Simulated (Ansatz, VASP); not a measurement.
# One calculation of MgS, two programs

The input INCAR:

```
SYSTEM = MgS
  PREC = Accurate
  ENCUT = 520
  EDIFF = 1E-6
  ISMEAR = 0
  SIGMA = 0.05
  LREAL = .False.
  LASPH = .True.
  NELM = 80
  ALGO = Normal
  ISIF = 2
  LWAVE = .False.
  LCHARG = .False.
  GGA = CA
  NBANDS = 11
```

Contents of KPOINTS:

```
Automatic mesh
0
Gamma
  8 8 8
  0 0 0
```

Contents of POSCAR:

```
MgS
1.0
    0.0000000000      2.7317325000      2.6666912500
    2.7317325000      0.0000000000      2.6666912500
    2.7317325000      2.7317325000      0.0000000000
Mg S
1 1
Direct
    0.0000000000      0.0000000000      0.0000000000
    0.5000000000      0.5000000000      0.5000000000
```

Input for Ansatz:

```yaml
crystal:
  lattice:
    - [0.0, 2.7317325, 2.66669125]
    - [2.7317325, 0.0, 2.66669125]
    - [2.7317325, 2.7317325, 0.0]
  atoms:
    - { symbol: Mg, position: [0.0, 0.0, 0.0] }
    - { symbol: S, position: [0.5, 0.5, 0.5] }
basis:
  ecutwfc: 420
kpoints:
  mp_grid: { grid: [8, 8, 8] }
hamiltonian:
  xc: lda
scf:
  occupations: { method: gaussian, width: 0.05 }
output:
  forces: true
  stress: true
  eigenvalues: true
```

Change from the starting cell: strain +0.050 along x and y, +0.025 along z, atoms carried along.

Alike in both runs: task single point; functional LDA; k mesh 8 × 8 × 8; occupations gaussian, width 0.05 eV; no spin polarisation.

|  | VASP | Ansatz |
| --- | --- | --- |
| version | VASP 6.6.1 | Ansatz 0.2.0 |
| potentials or method | VASP PAW LDA potentials, release 64 (Mg, S), cutoff 520 eV | scalar-relativistic, plane waves, PAW |
| valence electrons in the cell | 8 | 16 |

VASP gave:

```
gap on the k mesh at the Fermi level (eV)                     : 2.20
least direct gap on the mesh (eV)                             : 2.58
pressure (GPa)                                                : -10.2
traceless stress, the component that is largest in VASP (GPa) : 0.65
```

Question: Estimate Ansatz's values.

Answer: gap on the k mesh at the Fermi level (eV): 2.21; least direct gap on the mesh (eV): 2.57; pressure (GPa): -9.7; traceless stress, the component that is largest in VASP (GPa): 0.66.

LDA's correlation is that of Perdew and Zunger in VASP and of Perdew and Wang (1992) in Ansatz. VASP's potentials hold 8 valence electrons a cell and Ansatz's 16, so a difference there can come from the potentials and not from the codes.
